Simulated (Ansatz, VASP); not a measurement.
## Two plane-wave programs on C

```xyz
4
Lattice="2.4332 0.0000 0.0000 -1.2166 2.1072 0.0000 0.0000 0.0000 8.4115" Properties=species:S:1:pos:R:3 pbc="T T T"
C     1.2166    2.1072    2.1029
C     0.0000    0.0000    6.3086
C     0.0000    1.4048    2.1029
C     1.2166    0.7024    6.3086
```

Alike in both runs: task single point; functional PBE; k mesh 14 × 14 × 4; occupations fermi-dirac, width 0.05 eV; no spin polarisation.

|  | VASP | Ansatz |
| --- | --- | --- |
| version | VASP 6.6.1 | Ansatz 0.2.0 |
| potentials or method | VASP PAW PBE potentials, release 64 (C), cutoff 520 eV | plane waves (420 eV) with PAW, scalar-relativistic |
| valence electrons in the cell | 16 | 16 |

|  | VASP | Ansatz | Ansatz less VASP |
| --- | --- | --- | --- |
| pressure (GPa) | 9.9 | 9.5 | -0.37 |
| traceless stress, the component that is largest in VASP (GPa) | -9.85 | -9.42 | +0.437 |
